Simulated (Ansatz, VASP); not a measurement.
# BN in VASP and in Ansatz

Contents of INCAR:

```
SYSTEM = BN
ALGO = Normal
EDIFF = 1E-6
ENCUT = 600
GGA = PE
GGA_COMPAT = .False.
ISIF = 2
ISMEAR = 0
IVDW = 13
LASPH = .True.
LCHARG = .False.
LREAL = .False.
LWAVE = .False.
NBANDS = 16
NELM = 120
PREC = Accurate
SIGMA = 0.01
```

KPOINTS

```
k-points
0
Gamma
  6 6 2
  0 0 0
```

Contents of POSCAR:

```
BN
1.0
    2.4982400000      0.0000000000      0.0000000000
   -1.2491200000      2.1635393000      0.0000000000
    0.0000000000      0.0000000000      6.6357000000
B N
2 2
Direct
    0.3333333333      0.6666666667      0.2500000000
    0.6666666667      0.3333333333      0.7500000000
    0.3333333333      0.6666666667      0.7800000000
    0.6666666667      0.3333333333      0.2500000000
```

Input for Ansatz:

```yaml
crystal:
  lattice:
    - [2.49824, 0.0, 0.0]
    - [-1.24912, 2.1635393, 0.0]
    - [0.0, 0.0, 6.6357]
  atoms:
    - { symbol: B, position: [0.3333333333333333, 0.6666666666666666, 0.25] }
    - { symbol: B, position: [0.6666666666666666, 0.3333333333333333, 0.75] }
    - { symbol: "N", position: [0.3333333333333333, 0.6666666666666666, 0.78] }
    - { symbol: "N", position: [0.6666666666666666, 0.3333333333333333, 0.25] }
basis:
  ecutwfc: 489.804952427784
  ecutrho_ratio: 6
kpoints:
  mp_grid:
    grid: [6, 6, 2]
hamiltonian:
  xc: pbe
  dispersion: d4
scf:
  self_checks: low
  convergence:
    dr2_threshold: 1.0e-05
  mixing:
    algorithm: anderson
    beta: 0.6
    ndim: 6
  occupations:
    method: fixed
  eigensolver:
    kind: davidson
    mixed_precision: false
  initial_density:
    normalization: atom
output:
  forces: true
```

Alike in both runs: task single point; functional PBE; dispersion D4; k mesh 6 × 6 × 2; no spin polarisation.

|  | VASP | Ansatz |
| --- | --- | --- |
| version | VASP 6.6.1 | Ansatz 0.2.0 |
| potentials or method | VASP PAW PBE potentials, release 64 (B, N), cutoff 600 eV | plane waves, PAW |
| occupations | gaussian, width 0.01 eV | fixed |
| valence electrons in the cell | 16 | 16 |

|  | VASP | Ansatz | Ansatz less VASP |
| --- | --- | --- | --- |
| rms of the force components (eV/Å) | 1.100 | 1.098 | -0.0023 |

Atom by atom the forces differ by 0.002 eV/Å (rms over components). Ansatz's warnings: force scf threshold loose.

The k mesh is coarse, so the values compare programs but aren't converged.
